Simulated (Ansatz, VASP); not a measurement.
One calculation of Mo, two programs

File INCAR:

```
SYSTEM = Mo
ALGO = Normal ; EDIFF = 1E-7
EDIFFG = -0.01 ; ENCUT = 600
GGA = PE ; IBRION = 2
ISIF = 3 ; ISMEAR = -1
LASPH = .True. ; LCHARG = .False.
LREAL = .False. ; LWAVE = .False.
NELM = 80 ; NSW = 80
PREC = Accurate ; SIGMA = 0.1
```

KPOINTS

```
k-points
0
Gamma
  5 5 5
  0 0 0
```

File POSCAR:

```
Mo
1.0
    4.9960273309      0.0000000000      0.0000000000
    0.0000000000      4.9960273309      0.0000000000
    0.0000000000      0.0000000000      4.9960273309
Mo
8
Direct
    0.0000000000      0.0000000000      0.0000000000
    0.5000000000      0.5000000000      0.5000000000
    0.2500000000      0.0000000000      0.5000000000
    0.7500000000      0.0000000000      0.5000000000
    0.5000000000      0.2500000000      0.0000000000
    0.5000000000      0.7500000000      0.0000000000
    0.0000000000      0.5000000000      0.2500000000
    0.0000000000      0.5000000000      0.7500000000
```

Input for Ansatz:

```yaml
crystal:
  lattice:
    - [4.9960273309, 0.0, 0.0]
    - [0.0, 4.9960273309, 0.0]
    - [0.0, 0.0, 4.9960273309]
  atoms:
    - { symbol: Mo, position: [0.0, 0.0, 0.0] }
    - { symbol: Mo, position: [0.5, 0.5, 0.5] }
    - { symbol: Mo, position: [0.25, 0.0, 0.5] }
    - { symbol: Mo, position: [0.75, 0.0, 0.5] }
    - { symbol: Mo, position: [0.5, 0.25, 0.0] }
    - { symbol: Mo, position: [0.5, 0.75, 0.0] }
    - { symbol: Mo, position: [0.0, 0.5, 0.25] }
    - { symbol: Mo, position: [0.0, 0.5, 0.75] }
hamiltonian:
  xc: pbe
  pseudopotentials:
    kind: paw
    azcp:
      Mo: "pseudopotentials/Mo.paw.azcp"
basis:
  ecutwfc: 420
  fft_grid_basis: typed
kpoints:
  mp_grid: { grid: [5, 5, 5], shift: [0, 0, 0] }
magnetization:
  spin_polarized: false
scf:
  occupations: { method: fermi_dirac, width: 0.1 }
relax:
  max_steps: 60
  f_tol: 0.01
  cell: {}
```

Alike in both runs: task relaxation of cell and atoms; functional PBE; k mesh 5 × 5 × 5; occupations fermi-dirac, width 0.1 eV; no spin polarisation.

```csv
,VASP,Ansatz
version,VASP 6.6.1,Ansatz 0.2.0
potentials or method,"VASP PAW PBE potentials, release 64 (Mo_sv), cutoff 600 eV","plane waves (420 eV) with PAW, scalar-relativistic"
valence electrons in the cell,112,112
```

|  | VASP | Ansatz | Ansatz less VASP |
| --- | --- | --- | --- |
| relaxed volume (Å³/atom) | 16.05 | 16.03 | -0.025 |
| relaxed cell length with the largest relative difference (Å) | 5.045 | 5.042 | -0.0027 |
